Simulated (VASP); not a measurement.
# ZnO (P6_3mc) in VASP: notebook, part 2 of 2

VASP 6.6.1. Earlier steps stand in the parts before.

## 4. Relaxation of cell and atoms, LDA, target pressure 7 GPa, at which the enthalpy is minimised

INCAR

```
SYSTEM = ZnO
PREC = Accurate
ENCUT = 600
EDIFF = 1E-7
ISMEAR = 0
SIGMA = 0.01
LREAL = .FALSE.
LASPH = .TRUE.
NELM = 60
ALGO = Normal
ISIF = 3
LWAVE = .FALSE.
LCHARG = .FALSE.
IBRION = 2
NSW = 100
EDIFFG = -0.002
PSTRESS = 70.0
```

KPOINTS

```
Automatic mesh
0
G
  8 8 4
  0 0 0
```

POSCAR

```
ZnO
1.0
    3.1871458518      0.0000000000      0.0000000000
   -1.5935729259      2.7601492732      0.0000000000
    0.0000000000      0.0000000000      5.1524051692
Zn O
2 2
Direct
    0.3333333333      0.6666666667      0.5002826654
    0.6666666667      0.3333333333      0.0002826654
    0.6666666667      0.3333333333      0.3787273346
    0.3333333333      0.6666666667      0.8787273346
```

Potentials or basis: VASP PAW LDA potentials, release 64 (Zn, O).

Launch:

```
$ cat potpaw_LDA.64/Zn/POTCAR potpaw_LDA.64/O/POTCAR > POTCAR
$ mpirun -np 1 vasp_std > vasp.out
```

OUTCAR:

```text
SYSTEM = ZnO
   PREC = Accurate
   ENCUT = 600
   EDIFF = 1E-7
   ISMEAR = 0
   LREAL = .FALSE.
   LASPH = .TRUE.
   NELM = 60
   ISIF = 3
   IBRION = 2
   NSW = 100
   EDIFFG = -0.002
   PSTRESS = 70.0

 ion  position               nearest neighbor table
   1  0.333  0.667  0.500-   3 1.94   3 1.94   3 1.94   4 1.95
   2  0.667  0.333  0.000-   4 1.94   4 1.94   4 1.94   3 1.95
   3  0.667  0.333  0.379-   1 1.94   1 1.94   1 1.94   2 1.95
   4  0.333  0.667  0.879-   2 1.94   2 1.94   2 1.94   1 1.95

  LATTYP: Found a hexagonal cell.
 ALAT       =     3.1871458518
 C/A-ratio  =     1.6166204525

  Lattice vectors:

 A1 = (   3.1871458518,   0.0000000000,   0.0000000000)
[... 385 lines left out ...]
--------------------------------------- Ionic step       12  -------------------------------------------

 number of electron      35.9999990 magnetization

 Free energy of the ion-electron system (eV)
  ---------------------------------------------------
  ext. energy  EPLUGINS =         0.00000000
  ---------------------------------------------------
  free energy    TOTEN  =       -21.12437115 eV

  energy without entropy =      -21.12437115  energy(sigma->0) =      -21.12437115

 E-fermi :   1.8063     XC(G=0): -11.9059

 val. band max:        1.6845355284   @ k =   0.0000   0.0000   0.0000
 cond. band min:       2.5479207760   @ k =   0.0000   0.0000   0.0000
 fundamental gap:      0.8633852476
 Fermi energy:         1.8063281295

 k-point     1 :       0.0000    0.0000    0.0000
  band No.  band energies     occupation
      1     -16.8397      2.00000
      2     -15.9389      2.00000
      3      -4.7254      2.00000
      4      -4.5396      2.00000
      5      -4.5396      2.00000
      6      -4.4995      2.00000
[... 589 lines left out ...]
     21      10.6737      0.00000
     22      10.6737      0.00000

 [... further k-points ...]
[... 5 lines left out ...]
  --------------------------------------------------------------------------------------
  -------------------------------------------------------------------------------------
  Total        1.9150907      1.9150907      1.9196208      0.0000000     -0.0000000      0.0000000
  in kB       69.9879580     69.9879580     70.1535134      0.0000000     -0.0000000      0.0000000
  external PRESSURE =       0.0431432 kB  Pullay stress =      70.0000000 kB
[... 23 lines left out ...]
  energy  without entropy=      -21.1243711516  energy(sigma->0) =      -21.12437115

  enthalpy is  TOTEN    =       -19.2089509604 eV   P V=        1.9154201911

 reached required accuracy - stopping structural energy minimisation
```

OSZICAR:

```text
N       E                     dE             d eps       ncg     rms          rms(c)
DAV:   1     0.310800477646E+03    0.31080E+03   -0.20765E+04  1320   0.268E+03
DAV:   2     0.930183670149E+01   -0.30150E+03   -0.29003E+03  1404   0.481E+02
DAV:   3    -0.235247161243E+02   -0.32827E+02   -0.32596E+02  1554   0.166E+02
[... 88 lines left out ...]
DAV:   4    -0.211242826781E+02    0.91597E-07   -0.16097E-07   682   0.520E-03
  11 F= -.19208950E+02 E0= -.19208950E+02  d E =-.136583E-04
       N       E                     dE             d eps       ncg     rms          rms(c)
DAV:   1    -0.211243720278E+02   -0.89258E-04   -0.13219E-05  1540   0.728E-02    0.686E-03
DAV:   2    -0.211243712200E+02    0.80772E-06   -0.31097E-06  1576   0.401E-02    0.256E-03
DAV:   3    -0.211243711516E+02    0.68441E-07   -0.42363E-08   690   0.549E-03
  12 F= -.19208951E+02 E0= -.19208951E+02  d E =-.141279E-04
```

CONTCAR:

```text
ZnO
   1.00000000000000
     3.1518060642927175    0.0000000000000000    0.0000000000000000
    -1.5759030321463587    2.7295441194519690   -0.0000000000000000
     0.0000000000000000    0.0000000000000000    5.0959715912808496
  Zn              O
     2     2
Direct
     0.3333333332999970    0.6666666667000030    0.5003398780817442
     0.6666666667000030    0.3333333332999970    0.0003398780817442
     0.6666666667000030    0.3333333332999970    0.3786701219182567
     0.3333333332999970    0.6666666667000030    0.8786701219182568

  0.00000000E+00  0.00000000E+00  0.00000000E+00
  0.00000000E+00  0.00000000E+00  0.00000000E+00
  0.00000000E+00  0.00000000E+00  0.00000000E+00
  0.00000000E+00  0.00000000E+00  0.00000000E+00
```

Wall time 3.1 min (1 thread of Intel Xeon Platinum 8259CL at 2.50GHz (Skylake/Cascade Lake), shared host); peak memory 0.17 GiB.

Results:

* Free energy: -21.1244 eV
* Relaxed volume: 10.96 Å³/atom
* Relaxed cell: a = 3.152 Å, b = 3.152 Å, c = 5.096 Å, α = 90.00°, β = 90.00°, γ = 120.00°
* Space group after relaxing (to 0.05 Å): P6_3mc (No. 186)
* Energy change on relaxing (the enthalpy is what falls): +9.2 meV/atom
* Ionic steps: 12
* Pressure after relaxing: 7.0 GPa
* Band gap on the k mesh: 0.86 eV, direct

Step by step:
| step | energy change (eV) | largest force (eV/Å) | pressure (GPa) | volume (Å³) |
| --- | --- | --- | --- | --- |
| 1 | 0.0000 | 0.0015 | 1.08 | 45.33 |
| 2 | 0.1106 | 0.0065 | 12.76 | 42.63 |
| 3 | 0.0363 | 0.0041 | 7.04 | 43.85 |
| 4 | 0.0350 | 0.0040 | 6.86 | 43.88 |
| 5 | 0.0351 | 0.0010 | 6.88 | 43.88 |
| 6 | 0.0351 | 0.0012 | 6.87 | 43.88 |
| 7 | 0.0353 | 0.0011 | 6.87 | 43.88 |
| 8 | 0.0357 | 0.0002 | 6.90 | 43.86 |
| 9 | 0.0367 | 0.0015 | 6.98 | 43.84 |
| 10 | 0.0370 | 0.0020 | 7.03 | 43.83 |
| 11 | 0.0369 | 0.0017 | 7.05 | 43.84 |
| 12 | 0.0368 | 0.0014 | 7.00 | 43.84 |

Final structure:
```cif
data_structure
_symmetry_space_group_name_H-M 'P 1'
_symmetry_Int_Tables_number 1
_cell_length_a 3.1518
_cell_length_b 3.1518
_cell_length_c 5.0960
_cell_angle_alpha 90.000
_cell_angle_beta 90.000
_cell_angle_gamma 120.000
_cell_volume 43.84
loop_
_atom_site_label
_atom_site_type_symbol
_atom_site_fract_x
_atom_site_fract_y
_atom_site_fract_z
_atom_site_occupancy
Zn1 Zn 0.33333 0.66667 0.50034 1
Zn2 Zn 0.66667 0.33333 0.00034 1
O1 O 0.66667 0.33333 0.37867 1
O2 O 0.33333 0.66667 0.87867 1
```

Caveat: the cell is relaxed towards a set pressure, so the enthalpy falls and the energy may rise. Zero-point motion and thermal expansion aren't in these numbers.

## 5. Relaxation of cell and atoms, LDA, target pressure 10 GPa, at which the enthalpy is minimised

INCAR

```
SYSTEM = ZnO
PREC = Accurate
ENCUT = 600
EDIFF = 1E-6
ISMEAR = 0
SIGMA = 0.01
LREAL = .False.
LASPH = .True.
NELM = 100
ALGO = Normal
ISIF = 3
LWAVE = .False.
LCHARG = .False.
GGA = CA
IBRION = 2
NSW = 100
EDIFFG = -0.002
PSTRESS = 100.0
```

KPOINTS

```
Automatic mesh
0
Gamma
  8 8 4
  0 0 0
```

POSCAR is that of step 4.

Launch:

```
$ cat potpaw_LDA.64/Zn/POTCAR potpaw_LDA.64/O/POTCAR > POTCAR
$ mpirun -np 1 vasp_std > vasp.out
```

Wall time 4.7 min (1 thread of Intel Xeon Platinum 8259CL at 2.50GHz (Skylake/Cascade Lake), shared host); peak memory 0.17 GiB.

The run converged. Its results:

| Item | Value |
| --- | --- |
| Free energy | -21.0898 eV |
| Relaxed volume | 10.80 Å³/atom |
| Relaxed cell | a = 3.136 Å, b = 3.136 Å, c = 5.072 Å, α = 90.00°, β = 90.00°, γ = 120.00° |
| Space group after relaxing (to 0.05 Å) | P6_3mc (No. 186) |
| Energy change on relaxing (the enthalpy is what falls) | +17.8 meV/atom |
| Ionic steps | 27 |
| Pressure after relaxing | 10.0 GPa |
| Band gap on the k mesh | 0.89 eV, direct |

Step by step:
| step | energy change (eV) | largest force (eV/Å) | pressure (GPa) | volume (Å³) |
| --- | --- | --- | --- | --- |
| 1 | 0.0000 | 0.0016 | 0.98 | 45.33 |
| 2 | 0.2504 | 0.0105 | 20.21 | 41.27 |
| 3 | 0.0697 | 0.0058 | 9.95 | 43.21 |
| 4 | 0.0723 | 0.0059 | 9.98 | 43.17 |
| 5 | 0.0750 | 0.0060 | 10.18 | 43.13 |
| 6 | 0.0707 | 0.0005 | 10.11 | 43.20 |
| 7 | 0.0649 | 0.0072 | 9.46 | 43.29 |
| 8 | 0.0697 | 0.0009 | 9.91 | 43.21 |
| 9 | 0.0702 | 0.0010 | 10.01 | 43.21 |
| 10 | 0.0701 | 0.0013 | 9.87 | 43.21 |
| 11 | 0.0732 | 0.0049 | 10.03 | 43.16 |
| 12 | 0.0725 | 0.0036 | 10.13 | 43.17 |
| 13 | 0.0713 | 0.0017 | 10.08 | 43.19 |
| 14 | 0.0705 | 0.0002 | 9.98 | 43.20 |
| 15 | 0.0707 | 0.0008 | 10.01 | 43.20 |
| 16 | 0.0707 | 0.0036 | 9.95 | 43.20 |
| 17 | 0.0707 | 0.0036 | 9.95 | 43.20 |
| 18 | 0.0709 | 0.0032 | 10.01 | 43.20 |
| 19 | 0.0714 | 0.0058 | 10.00 | 43.19 |
| 20 | 0.0713 | 0.0056 | 9.97 | 43.19 |
| 21 | 0.0716 | 0.0032 | 10.10 | 43.18 |
| 22 | 0.0714 | 0.0051 | 9.99 | 43.19 |
| 23 | 0.0715 | 0.0035 | 10.03 | 43.19 |
| 24 | 0.0715 | 0.0031 | 10.04 | 43.19 |
| 25 | 0.0714 | 0.0026 | 9.99 | 43.19 |
| 26 | 0.0713 | 0.0015 | 9.96 | 43.19 |
| 27 | 0.0714 | 0.0007 | 10.00 | 43.19 |

Final structure:
```
Zn O
1.0
     3.13573    0.00000    0.00000
    -1.56787    2.71563    0.00000
     0.00000    0.00000    5.07177
Zn O
2 2
Cartesian
  0.0000 1.8104 2.5380
  1.5679 0.9052 0.0021
  1.5679 0.9052 1.9201
  0.0000 1.8104 4.4560
```

Levels at points of the mesh, in eV from the valence-band top:
```
           k point  band 14  band 15  band 16  band 17  band 18  band 19  band 20  band 21  band 22
(0.00, 0.00, 0.00)    -0.92    -0.92    -0.12     0.00     0.00     0.89     5.48     8.36    13.22
(0.50, 0.00, 0.00)    -3.92    -3.17    -2.62    -1.49    -0.97     6.10     6.83     7.50     9.04
(0.00, 0.00, 0.50)    -2.36    -0.46    -0.46    -0.46    -0.46     3.61     3.61    10.24    10.24
(0.50, 0.00, 0.50)    -4.04    -1.74    -1.74    -1.60    -1.60     5.71     5.71     8.86     8.86
```

Caveat: the cell is relaxed towards a set pressure, so the enthalpy falls and the energy may rise.

## 6. Relaxation of cell and atoms, LDA, target pressure 15 GPa, at which the enthalpy is minimised

INCAR

```
PREC = Accurate
ENCUT = 600
EDIFF = 1E-6
ISMEAR = 0
SIGMA = 0.01
LREAL = F
LASPH = T
NELM = 80
ALGO = Normal
ISIF = 3
LWAVE = F
LCHARG = F
IBRION = 2
NSW = 100
EDIFFG = -0.002
PSTRESS = 150.0
```

KPOINTS

```
regular mesh
0
Gamma
  8 8 4
```

POSCAR is that of step 5.

Potentials or basis: VASP PAW LDA potentials, release 64 (Zn, O).

Launch:

```
$ cat potpaw_LDA.64/Zn/POTCAR potpaw_LDA.64/O/POTCAR > POTCAR
$ mpirun -np 1 vasp_std > vasp.out
```

It took 4.2 min on 1 thread of Intel Xeon Platinum 8259CL at 2.50GHz (Skylake/Cascade Lake), shared host; peak memory 0.17 GiB.

Results (log left out):

```yaml
Free_energy: -21.0123 eV
Relaxed_volume: 10.55 Å³/atom
Relaxed_cell: a = 3.111 Å, b = 3.111 Å, c = 5.035 Å, α = 90.00°, β = 90.00°, γ = 120.00°
Space_group_after_relaxing_to_0.05_Å: P6_3mc (No. 186)
Energy_change_on_relaxing_the_enthalpy_is_what_falls: +37.2 meV/atom
Ionic_steps: 22
Pressure_after_relaxing: 15.0 GPa
Band_gap_on_the_k_mesh: 0.92 eV, direct
```

The path:
```csv
step,energy change (eV),largest force (eV/Å),pressure (GPa),volume (Å³)
1,0.0000,0.0016,0.98,45.33
2,0.6157,0.0187,35.06,39.13
3,0.1438,0.0085,14.80,42.25
4,0.1494,0.0087,14.95,42.19
5,0.1552,0.0088,15.28,42.13
6,0.1457,0.0004,14.86,42.23
7,0.1476,0.0015,14.88,42.21
8,0.1498,0.0036,15.00,42.18
9,0.1497,0.0030,15.06,42.18
10,0.1487,0.0023,15.08,42.19
11,0.1482,0.0011,14.91,42.20
12,0.1484,0.0025,15.04,42.20
13,0.1480,0.0047,15.00,42.20
14,0.1478,0.0060,14.99,42.20
15,0.1478,0.0040,15.00,42.20
16,0.1481,0.0025,14.91,42.20
17,0.1482,0.0035,15.01,42.20
18,0.1483,0.0033,15.02,42.20
19,0.1484,0.0040,15.03,42.20
20,0.1484,0.0039,15.04,42.20
21,0.1486,0.0020,14.99,42.20
22,0.1489,0.0003,15.01,42.19
```

Final structure:
```
Zn O
1.0
     3.11068    0.00000    0.00000
    -1.55534    2.69393    0.00000
     0.00000    0.00000    5.03496
Zn O
2 2
Direct
  0.33333 0.66667 0.50056
  0.66667 0.33333 0.00056
  0.66667 0.33333 0.37845
  0.33333 0.66667 0.87845
```

Levels at points of the mesh, in eV from the valence-band top:
```
           k point  band 16  band 17  band 18  band 19  band 20  band 21
(0.00, 0.00, 0.00)    -0.13     0.00     0.00     0.92     5.57     8.43
(0.50, 0.00, 0.00)    -2.70    -1.53    -1.00     6.20     6.86     7.51
(0.00, 0.00, 0.50)    -0.47    -0.47    -0.47     3.66     3.66    10.33
(0.50, 0.00, 0.50)    -1.79    -1.65    -1.65     5.74     5.74     9.00
```

Caveat: the cell is relaxed towards a set pressure, so the enthalpy falls and the energy may rise.

## 7. Overview

| cell | gap on the mesh (eV) | pressure (GPa) |
| --- | --- | --- |
| relaxed to 2 GPa | 0.82 | 2.0 |
| relaxed to 4 GPa | 0.84 | 4.0 |
| relaxed to 7 GPa | 0.86 | 7.0 |
| relaxed to 10 GPa | 0.89 | 10.0 |
| relaxed to 15 GPa | 0.92 | 15.0 |

Alike in all rows: task relaxation of cell and atoms; level LDA; potentials or basis VASP PAW LDA potentials, release 64 (Zn, O); no spin polarisation; k mesh 8 × 8 × 4; cutoff (eV) 600; smearing gaussian 0.01 eV.

Caveats: the cell is relaxed towards a set pressure, so the enthalpy falls and the energy may rise.

Total energies depend on the potentials used, so only differences within one code and one set of settings carry meaning.
